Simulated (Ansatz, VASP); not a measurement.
**One calculation of Ga, two programs**

```
Ga
1.0
    -2.23933    0.00000    3.79525
     0.00000   -4.48461    0.00000
     2.23933    0.00000    3.79525
Ga
4
Direct
  0.15558 0.91523 0.15558
  0.65558 0.58477 0.65558
  0.84442 0.08477 0.84442
  0.34442 0.41523 0.34442
```

Alike in both runs: functional r2SCAN; k mesh 6 × 6 × 6; no spin polarisation.

Ansatz relaxed the structure, and its values are those at the end. VASP's run is a single point on that final structure, the one shown.

|  | VASP | Ansatz |
| --- | --- | --- |
| version | VASP 6.6.1 | Ansatz 0.2.0 |
| potentials or method | VASP PAW PBE potentials, release 64 (Ga_d), cutoff 520 eV | PAW plane waves |
| occupations | methfessel-paxton of order 1, width 0.0349 eV | cold, width 0.0349 eV |
| valence electrons in the cell | 52 | 52 |

|  | VASP | Ansatz | Ansatz less VASP |
| --- | --- | --- | --- |
| pressure (GPa) | 0.5 | 0.4 | -0.12 |
| rms of the force components (eV/Å) | 0.016 | 0.012 | -0.0039 |

VASP's potentials were made for PBE, not for r2SCAN. Ansatz's warnings: stress scf threshold loose.
